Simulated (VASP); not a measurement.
A run of VASP 6.6.1 is set up as follows.

INCAR

```
SYSTEM = MgO
ALGO = Normal ; EDIFF = 1E-6
ENCUT = 520 ; GGA = PE
ISIF = 2 ; ISMEAR = 0
LASPH = .True. ; LCHARG = .False.
LREAL = .False. ; LWAVE = .False.
NBANDS = 26 ; NELM = 80
PREC = Accurate ; SIGMA = 0.05
```

File KPOINTS:

```
k-points
0
Gamma
  9 9 2
  0 0 0
```

The input POSCAR:

```
MgO
1.0
    3.2803754002      0.0000000000      0.0000000000
   -1.6401877001      2.8408884305      0.0000000000
    0.0000000000      0.0000000000     10.5147056238
Mg O
4 4
Direct
    0.3333333333      0.6666666667      0.9694791811
    0.0000000000      0.0000000000      0.2208070585
    0.0000000000      0.0000000000      0.7208070585
    0.6666666667      0.3333333333      0.4694791811
    0.3333333333      0.6666666667      0.7800540723
   -0.2011964850      0.0000000000      0.5715040230
    0.0000000000      0.0000000000      0.0296578681
    0.6666666667      0.3333333333      0.2800540723
```

Potentials or basis: VASP PAW PBE potentials, release 64 (Mg, O).

Run with:

```sh
$ cat potpaw_PBE.64/Mg/POTCAR potpaw_PBE.64/O/POTCAR > POTCAR
$ mpirun -np 1 vasp_std > vasp.out
```

(1) What does it give for the band gap on the k mesh?

(2) Estimate the pressure.

(3) Predict the largest force.

## Answers

(1) 1.42 eV.

(2) 6.5 GPa.

(3) 5.927 eV/Å.

Caveat: the cell differs from its parent crystal (atom 6 (O) moved by -0.660 Å along [1 0 0] and +0.440 Å along [0 0 1]); the cell stands under pressure; an odd mesh through Γ misses points on the zone boundary, where band edges can lie; forces of over 1 eV/Å act on the atoms, so gaps and moduli don't describe the material at rest.
